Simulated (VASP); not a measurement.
# Au (C2/m) in VASP: settings compared

Au is run at these levels: PBEsol, PBE; tasks: single point.

Program: VASP 6.6.1. These are calculated values, not measurements. Logs are shortened: lines on timing, memory, paths and dates and some standing lists are left out, and cuts for length are marked.

### Step 1. The cell of the first run

Symmetry: C2/m, No. 12, monoclinic system. Conventional cell: a = 4.684 Å, b = 3.218 Å, c = 2.880 Å, α = 90.00°, β = 120.80°, γ = 90.00°. Au (site symmetry 2/m) has 12 Au at 2.84 to 3.22 Å within 3.7 Å.

### Step 2. Single point, PBEsol

Contents of INCAR:

```
SYSTEM = Au
PREC = Accurate ; ENCUT = 500
EDIFF = 1E-6 ; ISMEAR = 0
SIGMA = 0.1 ; LREAL = .FALSE.
LASPH = .TRUE. ; NELM = 120
ALGO = Normal ; ISIF = 2
LWAVE = .FALSE. ; LCHARG = .FALSE.
GGA = PS ; NBANDS = 30
GGA_COMPAT = .FALSE.
```

Contents of KPOINTS:

```
regular mesh
0
G
  7 7 15
  0 0 0
```

Contents of POSCAR:

```
Au
1.0
    6.1510164499      0.0006846236     -0.1171400818
   -2.7837574327      5.4850431531      0.1171400817
   -1.5316713539      0.9401731890      2.2506787004
Au
4
Direct
    0.0000000000      0.5000000000      0.0000000000
    0.5000000000      0.5000000000      0.0000000000
    0.0000000000      0.0000000000      0.0000000000
    0.5000000000      0.0000000000      0.0000000000
```

Potentials or basis: VASP PAW PBE potentials, release 64 (Au).

Started as:

```sh
$ cat potpaw_PBE.64/Au/POTCAR > POTCAR
$ mpirun -np 1 vasp_std > vasp.out
```

OUTCAR:

```text
SYSTEM = Au
   PREC = Accurate
   ENCUT = 500
   EDIFF = 1E-6
   ISMEAR = 0
   LREAL = .FALSE.
   LASPH = .TRUE.
   NELM = 120
   ISIF = 2
   GGA = PS

 ion  position               nearest neighbor table
   1  0.000  0.500  0.000-   2 2.84   2 2.84   3 2.84   3 2.84   3 3.08   3 3.08   2 3.08   2 3.08
                             4 3.22   4 3.22
   2  0.500  0.500  0.000-   1 2.84   1 2.84   4 2.84   4 2.84   4 3.08   4 3.08   1 3.08   1 3.08
                             3 3.22   3 3.22
   3  0.000  0.000  0.000-   4 2.84   4 2.84   1 2.84   1 2.84   1 3.08   1 3.08   4 3.08   4 3.08
                             2 3.22   2 3.22
   4  0.500  0.000  0.000-   3 2.84   3 2.84   2 2.84   2 2.84   2 3.08   2 3.08   3 3.08   3 3.08
                             1 3.22   1 3.22

  LATTYP: Found a base centered monoclinic cell.
 ALAT       =     8.1037371489
 B/A-ratio  =     0.7942929897
 C/A-ratio  =     0.3554150952
 COS(beta)  =    -0.1190078050

  Lattice vectors:

 A1 = (   1.2520860788,  -4.5448699641,   2.1335386187)
 A2 = (   4.6193450960,   0.9408578126,   2.1335386186)
 A3 = (  -1.5316713539,   0.9401731890,   2.2506787004)

Analysis of symmetry for initial positions (statically):
=====================================================================
 Subroutine PRICEL returns following result:

  LATTYP: Found a base centered monoclinic cell.
 ALAT       =     4.6835304670
 B/A-ratio  =     0.6871676883
 C/A-ratio  =     0.6149614122
 COS(beta)  =    -0.5120040409

  Lattice vectors:

 A1 = (   0.1397926376,   1.8023483876,  -2.1921086595)
 A2 = (  -1.5438368711,  -0.9405155008,  -2.1921086595)
 A3 = (  -1.5316713539,   0.9401731890,   2.2506787004)

   4 primitive cells build up your supercell.

 Routine SETGRP: Setting up the symmetry group for a
 base centered monoclinic supercell.

 Subroutine GETGRP returns: Found  4 space group operations
 (whereof  4 operations were pure point group operations)
 out of a pool of  4 trial point group operations.

The static configuration has the point symmetry C_2h.

Analysis of symmetry for dynamics (positions and initial velocities):
=====================================================================
 Subroutine PRICEL returns following result:

  LATTYP: Found a base centered monoclinic cell.
 ALAT       =     4.6835304670
 B/A-ratio  =     0.6871676883
 C/A-ratio  =     0.6149614122
 COS(beta)  =    -0.5120040409

  Lattice vectors:

 A1 = (   0.1397926376,   1.8023483876,  -2.1921086595)
 A2 = (  -1.5438368711,  -0.9405155008,  -2.1921086595)
 A3 = (  -1.5316713539,   0.9401731890,   2.2506787004)

   4 primitive cells build up your supercell.

 Routine SETGRP: Setting up the symmetry group for a
 base centered monoclinic supercell.

 Subroutine GETGRP returns: Found  4 space group operations
 (whereof  4 operations were pure point group operations)
 out of a pool of  4 trial point group operations.

The dynamic configuration has the point symmetry C_2h.

 Subroutine INISYM returns: Found  4 space group operations
 (whereof  4 operations are pure point group operations),
 and found     4 'primitive' translations

----------------------------------------------------------------------------------------

                                     Primitive cell

  volume of cell :      18.6460

  direct lattice vectors                    reciprocal lattice vectors
     0.139792638  1.802348388 -2.192108660    -0.002994555  0.366420560 -0.155102308
    -1.543836871 -0.940515501 -2.192108659    -0.328085120 -0.163196655 -0.155102308
    -1.531671354  0.940173189  2.250678700    -0.322463896  0.197935352  0.142178347

  length of vectors
     2.841362713  2.841362713  2.880190510     0.397906672  0.397906672  0.404198033

  position of ions in fractional coordinates (direct lattice)
     0.000000000  0.000000000  0.000000000

  ion indices of the primitive-cell ions
   primitive index   ion index
                 1           1

----------------------------------------------------------------------------------------

 KPOINTS: regular mesh

Automatic generation of k-mesh.
 Grid dimensions read from file:
 generate k-points for:    7    7   15

 Generating k-lattice:

  Cartesian coordinates                     Fractional coordinates (reciprocal lattice)
     0.023434651  0.011656904  0.011078736     0.142857143 -0.000000000 -0.000000000
    -0.000213897  0.026172897 -0.011078736     0.000000000  0.142857143  0.000000000
     0.000574385 -0.000352570  0.030158864     0.000000000 -0.000000000  0.066666667

  Length of vectors
     0.028421905  0.028421905  0.030166394

  Shift w.r.t. Gamma in fractional coordinates (k-lattice)
     0.000000000  0.000000000  0.000000000

 Subroutine IBZKPT returns following result:
 ===========================================

 Found    212 irreducible k-points:

 Following reciprocal coordinates:
            Coordinates               Weight
  0.000000  0.000000  0.000000      1.000000
  0.142857 -0.000000  0.000000      4.000000
  0.285714  0.000000  0.000000      4.000000
  0.428571  0.000000  0.000000      4.000000
  0.142857  0.142857  0.000000      2.000000
  0.285714  0.142857  0.000000      4.000000
[... 16 lines left out ...]
 -0.142857 -0.000000  0.066667      4.000000
  0.142857  0.142857  0.066667      4.000000
 [... further k-points ...]
   k-points           NKPTS =    212   k-points in BZ     NKDIM =    212   number of bands    NBANDS=     30
   number of dos      NEDOS =    301   number of ions     NIONS =      4
   total plane-waves  NPLWV =  55296
   dimension x,y,z NGX =    48 NGY =   48 NGZ =   24
   dimension x,y,z NGXF=    96 NGYF=   96 NGZF=   48
   ions per type =               4
   NGX,Y,Z   is equivalent  to a cutoff of  12.97, 12.97, 13.85 a.u.
   NGXF,Y,Z  is equivalent  to a cutoff of  25.94, 25.94, 27.71 a.u.
 SYSTEM =  Au
   PREC   = accura    normal or accurate (medium, high low for compatibility)
   ISTART =      0    job   : 0-new  1-cont  2-samecut
   ICHARG =      2    charge: 1-file 2-atom 10-const
   ISPIN  =      1    spin polarized calculation?
   LNONCOLLINEAR =      F non collinear calculations
   LSORBIT =      F    spin-orbit coupling
   LASPH  =      T    aspherical Exc in radial PAW
   ENCUT  =  500.0 eV  36.75 Ry    6.06 a.u.  11.22 11.22  5.25*2*pi/ulx,y,z
   NELM   =    120;   NELMIN=  2; NELMDL= -5     # of ELM steps
   EDIFF  = 0.1E-05   stopping-criterion for ELM
   LREAL  =      F    real-space projection
[... 7 lines left out ...]
   TEBEG  =    0.0;   TEEND  =   0.0 temperature during run
   PSTRESS=    0.0 pullay stress
   NELECT =      44.0000    total number of electrons
   NUPDOWN=      -1.0000    fix difference up-down
   EMIN   =  10.00;   EMAX   =-10.00  energy-range for DOS
   EFERMI =   0.00;   METHOD = LEGACY
   ISMEAR =     0;   SIGMA  =   0.10  broadening in eV -4-tet -1-fermi 0-gaus
   EFERMI_NEDOS =   21; number of points for ismear=-14 and -15
   IALGO  =     38    algorithm
   IMIX   =      4    mixing-type and parameters
     AMIX     =   0.40;   BMIX     =  1.00
     AMIX_MAG =   1.60;   BMIX_MAG =  1.00
  volume/ion in A,a.u.               =      18.65       125.83
  Fermi-wavevector in a.u.,A,eV,Ry     =   1.373021  2.594634 25.649538  1.885188
  Thomas-Fermi vector in A             =   2.498576
   LORBIT       =      0    0 simple, 1 ext, 2 COOP (PROOUT), +10 PAW based schemes
   GGA     = PS    functional components
   LHFCALC =     F    Hartree Fock is set to
   AEXX    =    0.0000 exact exchange contribution
   IVDW    =     0    specifies the selected vdW correction
   LEPSILON=     F    determine dielectric tensor
   LRPA    =     F    only Hartree local field effects (RPA)
 non-spin polarized calculation
 Gauss-broadening in eV      SIGMA  =   0.10
  energy-cutoff  :      500.00
  volume of cell :       74.58
 maximum number of plane-waves:      1914
 NGX is ok and might be reduce to    48
   NGX = 23   NGY = 23   NGZ = 11

 number of electron      44.0000005 magnetization

 Free energy of the ion-electron system (eV)
  ---------------------------------------------------
  ext. energy  EPLUGINS =         0.00000000
  ---------------------------------------------------
  free energy    TOTEN  =       -15.35279752 eV

  energy without entropy =      -15.34591101  energy(sigma->0) =      -15.34935426

 E-fermi :   7.8431     XC(G=0): -12.3432

 val. band max:        7.8403567540   @ k =   0.0000  -0.0000   0.4000
 cond. band min:       7.8512053753   @ k =   0.1429   0.0000   0.2000
 fundamental gap:      0.0108486213
 Fermi energy:         7.8431292264

 k-point     1 :       0.0000    0.0000    0.0000
  band No.  band energies     occupation
      1      -1.1684      2.00000
      2       1.1280      2.00000
      3       1.1280      2.00000
      4       1.5493      2.00000
      5       1.8054      2.00000
      6       2.8605      2.00000
[... 22 lines left out ...]
     29      18.9650      0.00000
     30      22.1440      0.00000

 k-point     2 :       0.1429   -0.0000    0.0000
  band No.  band energies     occupation
      1      -1.0178      2.00000
      2       1.1052      2.00000
      3       1.2458      2.00000
      4       1.6020      2.00000
      5       1.8870      2.00000
      6       2.8876      2.00000
[... 22 lines left out ...]
     29      19.2435      0.00000
     30      22.1676      0.00000

 k-point     3 :       0.2857    0.0000    0.0000
  band No.  band energies     occupation
      1      -0.5890      2.00000
      2       0.9850      2.00000
      3       1.5422      2.00000
      4       1.7284      2.00000
      5       2.1401      2.00000
      6       2.9684      2.00000
[... 22 lines left out ...]
     29      20.0137      0.00000
     30      20.9926      0.00000

 k-point     4 :       0.4286    0.0000    0.0000
  band No.  band energies     occupation
      1       0.0292      2.00000
      2       0.6318      2.00000
      3       1.8110      2.00000
      4       1.8453      2.00000
      5       2.5570      2.00000
      6       3.0251      2.00000
[... 616 lines left out ...]
     29      19.2324      0.00000
     30      21.4542      0.00000

 k-point    23 :      -0.1429   -0.0000    0.0667
  band No.  band energies     occupation
      1      -0.9720      2.00000
      2       1.2292      2.00000
      3       1.2641      2.00000
      4       1.6718      2.00000
      5       1.9044      2.00000
      6       2.8794      2.00000
[... 22 lines left out ...]
     29      18.6018      0.00000
     30      21.8405      0.00000

 k-point    24 :       0.1429    0.1429    0.0667
  band No.  band energies     occupation
      1      -0.6359      2.00000
      2       1.1603      2.00000
      3       1.5047      2.00000
      4       1.7771      2.00000
      5       2.1068      2.00000
      6       2.9096      2.00000
[... 22 lines left out ...]
     29      19.0650      0.00000
     30      21.8403      0.00000

 [... further k-points ...]

------------------------ aborting loop because EDIFF is reached ----------------------------------------

  FORCE on cell =-STRESS in cart. coord.  units (eV):
  Direction    XX          YY          ZZ          XY          YZ          ZX
  --------------------------------------------------------------------------------------
  -------------------------------------------------------------------------------------
  Total       -5.2844756     -5.0959998     -4.0030962      0.1856326     -0.0326896      0.0532559
  in kB     -113.5186575   -109.4699097    -85.9926588      3.9876738     -0.7022236      1.1440193
  external PRESSURE =    -102.9937420 kB  Pullay stress =       0.0000000 kB

 VOLUME and BASIS-vectors are now :
 -----------------------------------------------------------------------------
  energy-cutoff  :      500.00
  volume of cell :       74.58
      direct lattice vectors                 reciprocal lattice vectors
     6.151016450  0.000684624 -0.117140082     0.164042560  0.081598327  0.077551154
    -2.783757433  5.485043153  0.117140082    -0.001497278  0.183210280 -0.077551154
    -1.531671354  0.940173189  2.250678700     0.008615779 -0.005288552  0.452382962

 POSITION                                       TOTAL-FORCE (eV/Angst)
 -----------------------------------------------------------------------------------
     -1.39188      2.74252      0.05857        -0.000000      0.000000      0.000000
      1.68363      2.74286     -0.00000         0.000000     -0.000000     -0.000000
      0.00000      0.00000      0.00000        -0.000000      0.000000      0.000000
      3.07551      0.00034     -0.05857         0.000000     -0.000000     -0.000000
 -----------------------------------------------------------------------------------
    total drift:                               -0.000000      0.000000      0.000000

  FREE ENERGIE OF THE ION-ELECTRON SYSTEM (eV)
  ---------------------------------------------------
  free  energy   TOTEN  =       -15.3527975201 eV

  energy  without entropy=      -15.3459110088  energy(sigma->0) =      -15.34935426
```

Run time: 8.9 min. Hardware: 1 thread of Oxide Virtual Turin-like, shared host; peak memory 0.42 GiB.

Results:

| Quantity | Value |
| --- | --- |
| Free energy | -15.3528 eV |
| Pressure | -10.3 GPa |
| Band gap on the k mesh | zero (bands 22 and 23 overlap by 4.51 eV) |

Levels at points of the mesh, in eV from the Fermi level:
| k point | band 18 | band 19 | band 20 | band 21 | band 22 | band 23 | band 24 | band 25 | band 26 | band 27 |
| --- | --- | --- | --- | --- | --- | --- | --- | --- | --- | --- |
| (0.00, 0.00, 0.00) | -1.80 | -1.80 | -1.76 | -1.30 | -0.91 | -0.91 | 1.98 | 2.19 | 2.19 | 6.07 |

Caveat: the cell stands under tension; the PAW data sets were made with another functional, which shifts forces and pressure a little; spin-orbit coupling is left out, which moves the levels of the heavy elements.

### Step 3. Single point, PBE

This run uses another cell than the first one, of 18.85 Å³/atom.

Contents of INCAR:

```
SYSTEM = Au
PREC = Accurate ; ENCUT = 500
EDIFF = 1E-6 ; ISMEAR = 0
SIGMA = 0.1 ; LREAL = .FALSE.
LASPH = .TRUE. ; NELM = 120
ALGO = Normal ; ISIF = 2
LWAVE = .FALSE. ; LCHARG = .TRUE.
GGA = PE ; LELF = .TRUE.
LVHAR = .TRUE. ; NBANDS = 30
GGA_COMPAT = .FALSE.
```

Contents of KPOINTS:

```
Automatic mesh
0
G
  7 7 15
  0 0 0
```

Contents of POSCAR:

```
Au
1.0
    6.1521317959      0.0000000000      0.0000000000
   -2.7848727787      5.4857277767      0.0000000000
   -1.4895007624      0.9142879628      2.2343017412
Au
4
Direct
    0.0000000000      0.5000000000      0.0000000000
    0.5000000000      0.5000000000      0.0000000000
    0.0000000000      0.0000000000      0.0000000000
    0.5000000000      0.0000000000      0.0000000000
```

Potentials or basis: VASP PAW PBE potentials, release 64 (Au).

Started as:

```sh
$ cat potpaw_PBE.64/Au/POTCAR > POTCAR
$ mpirun -np 1 vasp_std > vasp.out
```

OUTCAR:

```text
SYSTEM = Au
   PREC = Accurate
   ENCUT = 500
   EDIFF = 1E-6
   ISMEAR = 0
   LREAL = .FALSE.
   LASPH = .TRUE.
   NELM = 120
   ISIF = 2
   GGA = PE

 ion  position               nearest neighbor table
   1  0.000  0.500  0.000-   3 2.89   3 2.89   2 2.89   2 2.89   3 3.08   3 3.08   2 3.08   2 3.08
                             4 3.22   4 3.22
   2  0.500  0.500  0.000-   4 2.89   4 2.89   1 2.89   1 2.89   4 3.08   4 3.08   1 3.08   1 3.08
                             3 3.22   3 3.22
   3  0.000  0.000  0.000-   1 2.89   1 2.89   4 2.89   4 2.89   1 3.08   1 3.08   4 3.08   4 3.08
                             2 3.22   2 3.22
   4  0.500  0.000  0.000-   2 2.89   2 2.89   3 2.89   3 2.89   2 3.08   2 3.08   3 3.08   3 3.08
                             1 3.22   1 3.22
[... 1018 lines left out ...]
  -------------------------------------------------------------------------------------
  Total       -2.3771194     -2.4784482     -0.6213452     -0.0998003      0.2942090     -0.4793070
  in kB      -50.5079644    -52.6609543    -13.2020641     -2.1205128      6.2512202    -10.1840990
  external PRESSURE =     -38.7903276 kB  Pullay stress =       0.0000000 kB

 VOLUME and BASIS-vectors are now :
 -----------------------------------------------------------------------------
  energy-cutoff  :      500.00
  volume of cell :       75.41
      direct lattice vectors                 reciprocal lattice vectors
     6.152131796  0.000000000  0.000000000     0.162545282  0.082517389  0.074594520
    -2.784872779  5.485727777  0.000000000     0.000000000  0.182291218 -0.074594520
    -1.489500762  0.914287963  2.234301741     0.000000000  0.000000000  0.447567122

 POSITION                                       TOTAL-FORCE (eV/Angst)
 -----------------------------------------------------------------------------------
     -1.39244      2.74286      0.00000         0.000000     -0.000000      0.000000
      1.68363      2.74286      0.00000         0.000000      0.000000      0.000000
      0.00000      0.00000      0.00000        -0.000000     -0.000000      0.000000
      3.07607      0.00000      0.00000        -0.000000      0.000000     -0.000000
 -----------------------------------------------------------------------------------
    total drift:                               -0.000000      0.000000      0.000000

  FREE ENERGIE OF THE ION-ELECTRON SYSTEM (eV)
  ---------------------------------------------------
  free  energy   TOTEN  =       -12.7325914392 eV

  energy  without entropy=      -12.7246727487  energy(sigma->0) =      -12.72863209
```

OSZICAR:

```text
N       E                     dE             d eps       ncg     rms          rms(c)
DAV:   1     0.272979255973E+03    0.27298E+03   -0.21965E+04 12816   0.136E+03
DAV:   2    -0.706319413633E+01   -0.28004E+03   -0.26483E+03 13746   0.305E+02
DAV:   3    -0.137460285747E+02   -0.66828E+01   -0.66083E+01 14578   0.467E+01
DAV:   4    -0.137907971683E+02   -0.44769E-01   -0.44754E-01 13800   0.403E+00
DAV:   5    -0.137912290453E+02   -0.43188E-03   -0.43187E-03 14664   0.438E-01    0.141E+01
DAV:   6    -0.127879796434E+02    0.10032E+01   -0.24526E+00 13392   0.109E+01    0.951E+00
DAV:   7    -0.127386413467E+02    0.49338E-01   -0.16274E-01 14178   0.269E+00    0.472E+00
DAV:   8    -0.127325849124E+02    0.60564E-02   -0.85321E-03 13518   0.557E-01    0.401E-01
DAV:   9    -0.127325557076E+02    0.29205E-04   -0.53909E-05 14664   0.473E-02    0.426E-02
DAV:  10    -0.127325921503E+02   -0.36443E-04   -0.22175E-05 13788   0.368E-02    0.590E-03
DAV:  11    -0.127325914392E+02    0.71108E-06   -0.23284E-07  8796   0.330E-03
   1 F= -.12732591E+02 E0= -.12728632E+02  d E =-.791869E-02
```

stdout:

```text
POSCAR found type information on POSCAR Au
 POSCAR found :  1 types and       4 ions
 scaLAPACK will be used
 LDA part: xc-table for (Slater+PW92), standard interpolation
 POSCAR, INCAR and KPOINTS ok, starting setup
 FFT: planning ... GRIDC
 FFT: planning ... GRID_SOFT
 FFT: planning ... GRID
 WAVECAR not read
 entering main loop
```

Wall time 9 min (1 thread of Oxide Virtual Turin-like, shared host); peak memory 0.43 GiB.

What came out:

| Item | Value |
| --- | --- |
| Free energy | -12.7326 eV |
| Pressure | -3.9 GPa |
| Band gap on the k mesh | zero (bands 22 and 23 overlap by 4.53 eV) |

Caveat: the cell stands under tension; spin-orbit coupling is left out, which moves the levels of the heavy elements.
